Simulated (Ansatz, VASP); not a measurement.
## Cs in VASP and in Ansatz

```
Cs
1.0
    -2.88408    2.88408    2.88408
     2.88408   -2.88408    2.88408
     2.88408    2.88408   -2.88408
Cs
1
Direct
  0.00000 0.00000 0.00000
```

Alike in both runs: task single point; functional LDA; k mesh 8 × 8 × 8; occupations fermi-dirac, width 1 eV; no spin polarisation.

|  | VASP | Ansatz |
| --- | --- | --- |
| version | VASP 6.6.1 | Ansatz 0.2.0 |
| potentials or method | VASP PAW LDA potentials, release 64 (Cs_sv), cutoff 520 eV | plane waves (420 eV) with PAW, scalar-relativistic |
| valence electrons in the cell | 9 | 9 |

```csv
,VASP,Ansatz,Ansatz less VASP
pressure (GPa),0.3,0.3,+0.04
```

Ansatz warns that its potentials were made for another functional, while VASP's fit it. LDA's correlation is that of Perdew and Zunger in VASP and of Perdew and Wang (1992) in Ansatz.

Spin-orbit coupling is off throughout.
